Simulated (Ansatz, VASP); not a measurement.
CdS5: VASP beside Ansatz

```
Cd S
1.0
     6.10384    0.00000    0.00000
    -3.05192    5.28608    0.00000
     0.00000    0.00000    4.74305
Cd S
1 5
Direct
  0.00000 0.00000 0.00000
  0.33333 0.66667 0.00000
  0.66667 0.33333 0.00000
  0.50000 0.00000 0.50000
  0.50000 0.50000 0.50000
  0.00000 0.50000 0.50000
```

Change from the starting cell: species swapped into the LaCo5 type (P6/mmm, No. 191).

Alike in both runs: task single point; functional PBE; k mesh 3 × 3 × 4; occupations gaussian, width 0.1 eV; no spin polarisation.

|  | VASP | Ansatz |
| --- | --- | --- |
| version | VASP 6.6.1 | Ansatz 0.2.0 |
| potentials or method | VASP PAW PBE potentials, release 64 (Cd, S), cutoff 520 eV | scalar-relativistic, plane waves, PAW |
| valence electrons in the cell | 42 | 50 |

|  | VASP | Ansatz | Ansatz less VASP |
| --- | --- | --- | --- |
| gap on the k mesh at the Fermi level (eV) | none | none | - |
| pressure (GPa) | -9.8 | -9.8 | +0.02 |
| traceless stress, the component that is largest in VASP (GPa) | -4.06 | -4.05 | +0.015 |

A gap of «none» marks a metal or a gap that the smearing closes. With one functional, cell and mesh, what is left measures potentials, basis and numerics. VASP's potentials hold 42 valence electrons a cell and Ansatz's 50, so a difference there can come from the potentials and not from the codes.

The k mesh is coarse, so the values compare programs but aren't converged.
